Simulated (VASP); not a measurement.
BP: relaxation of cell and atoms with BLYP+D3(BJ)

The system is BP.

```xyz
2
Lattice="0.0000 2.2690 2.2690 2.2690 0.0000 2.2690 2.2690 2.2690 0.0000" Properties=species:S:1:pos:R:3 pbc="T T T"
P     3.4035    3.4035    3.4035
B     0.0000    0.0000    0.0000
```

* Program: VASP 6.6.1
* Task: relaxation of cell and atoms
* Functional: BLYP
* Dispersion: D3(BJ)
* Potentials or basis: VASP PAW PBE potentials, release 64 (P, B)
* Cutoff: 600 eV
* k mesh: 10 × 10 × 10
* Occupations: fermi-dirac, width 0.05 eV
* Spin: no spin polarisation
* Dipole correction: no
* Further INCAR settings: ALGO = Normal; EDIFF = 1e-07; IBRION = 2; EDIFFG = -0.01; NSW = 60; ISIF = 3

- Relaxed volume: 11.42 Å³/atom
- Relaxed cell: a = 3.185 Å, b = 3.185 Å, c = 3.185 Å, α = 60.00°, β = 60.00°, γ = 60.00°
- Space group after relaxing (to 0.05 Å): F-43m (No. 216)
- Energy gained by relaxing: 3.0 meV/atom
- Ionic steps: 3
- Pressure after relaxing: 0.0 GPa
- Band gap on the k mesh: 1.51 eV, indirect (least direct gap 3.62 eV)
- Dispersion energy per atom: -0.701 eV

The path:
| step | energy change (eV) | largest force (eV/Å) | pressure (GPa) | volume (Å³) |
| --- | --- | --- | --- | --- |
| 1 | 0.0000 | 0.0000 | -3.61 | 23.36 |
| 2 | -0.0030 | 0.0000 | 2.72 | 22.49 |
| 3 | -0.0060 | 0.0000 | 0.00 | 22.84 |

Final structure:
```yaml
crystal:
  lattice:
    - [0.00000, 2.25204, 2.25204]
    - [2.25204, 0.00000, 2.25204]
    - [2.25204, 2.25204, 0.00000]
  atoms:
    - { symbol: P, position: [0.75000, 0.75000, 0.75000] }
    - { symbol: B, position: [0.00000, 0.00000, 0.00000] }
```

Levels at points of the mesh, in eV from the valence-band top:
```
           k point  band 1  band 2  band 3  band 4  band 5  band 6  band 7  band 8
(0.00, 0.00, 0.00)  -15.49    0.00    0.00    0.00    3.62    3.62    3.62    7.81
(0.50, 0.00, 0.00)  -12.14   -8.99   -1.74   -1.74    4.09    4.96    4.96   10.56
(0.50, 0.50, 0.00)  -10.60   -8.55   -4.09   -4.09    1.61    1.96   12.40   12.40
```

Wall time 35 s on 1 thread of AMD EPYC 9R45 96-Core Processor (Zen 5), on a shared host, peak memory 0.13 GiB.

Caveat: the PAW data sets were made with another functional, which shifts forces and pressure a little. BLYP gaps usually lie below the measured ones, often by a third to a half.
